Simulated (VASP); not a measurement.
Wanted: the native input for a VASP 6.6.1 run.

```
Task                   : single point
Functional             : PBE
Potentials or basis    : VASP PAW PBE potentials, release 64 (Cd, Te, Se)
Cutoff                 : 500 eV
k mesh                 : 2 × 2 × 3
Occupations            : gaussian, width 0.15 eV
Spin                   : no spin polarisation
Dipole correction      : no
Further INCAR settings : ALGO = Normal; EDIFF = 1e-06; NBANDS = 40
```

The structure of Cd2TeSe5 lies in POSCAR:

```
Cd2TeSe5
1.0
    6.5671025210      0.0000000000      0.0000000000
    0.0000000000      6.5671025210      0.0000000000
    0.0000000000      0.0000000000      5.3383441505
Cd Te Se
2 1 5
Direct
    0.0000000000      0.5000000000      0.5000000000
    0.5000000000      0.0000000000      0.5000000000
    0.0000000000      0.0000000000      0.0000000000
    0.0000000000      0.0000000000      0.5000000000
    0.7033119683      0.7033119683      0.0000000000
    0.2966880317      0.7033119683      0.0000000000
    0.2966880317      0.2966880317      0.0000000000
    0.7033119683      0.2966880317      0.0000000000
```

The cell was built from a structure type or drawn by symmetry, and may not be a known phase.

These files were run (other wordings do the same):

INCAR

```
PREC = Accurate
ENCUT = 500
EDIFF = 1E-6
ISMEAR = 0
SIGMA = 0.15
LREAL = F
LASPH = T
NELM = 120
ALGO = Normal
ISIF = 2
LWAVE = F
LCHARG = F
GGA = PE
NBANDS = 40
GGA_COMPAT = F
```

KPOINTS

```
regular mesh
0
Gamma
  2 2 3
```

Potentials or basis: VASP PAW PBE potentials, release 64 (Cd, Te, Se).

Command:

```bash
$ cat potpaw_PBE.64/Cd/POTCAR potpaw_PBE.64/Te/POTCAR potpaw_PBE.64/Se/POTCAR > POTCAR
$ mpirun -np 1 vasp_std > vasp.out
```

It gave:

```
Pressure               : 0.2 GPa
Largest force          : 0.042 eV/Å
Band gap on the k mesh : zero (bands 30 and 31 overlap by 0.41 eV)
```

Caveat: the k points lie up to 0.48 Å⁻¹ apart; semilocal functionals underestimate gaps, so a narrow gap can read as zero; spin-orbit coupling is left out, which moves the levels of the heavy elements.

Wall time 34 s on 1 thread of Intel(R) Xeon(R) Platinum 8488C (Sapphire Rapids), with other jobs on the host, peak memory 0.32 GiB.
